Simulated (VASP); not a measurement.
A run of VASP 6.6.1 is set up as follows.

INCAR

```
  PREC = Accurate
  ENCUT = 520
  EDIFF = 1E-6
  ISMEAR = -1
  SIGMA = 0.05
  LREAL = False
  LASPH = True
  NELM = 80
  ALGO = Normal
  ISIF = 2
  LWAVE = False
  LCHARG = False
  GGA = PE
  NBANDS = 12
```

KPOINTS

```
Automatic mesh
0
Gamma
  11 11 11
```

Contents of POSCAR:

```
Au
1.0
   -1.6572690000      1.6572690000      1.6572690000
    1.6572690000     -1.6572690000      1.6572690000
    1.6572690000      1.6572690000     -1.6572690000
Au
1
Direct
    0.0000000000      0.0000000000      0.0000000000
```

Potentials or basis: VASP PAW PBE potentials, release 64 (Au).

Run with:

```bash
$ cat potpaw_PBE.64/Au/POTCAR > POTCAR
$ mpirun -np 1 vasp_std > vasp.out
```

Q: Predict the pressure.

A: -1.1 GPa.
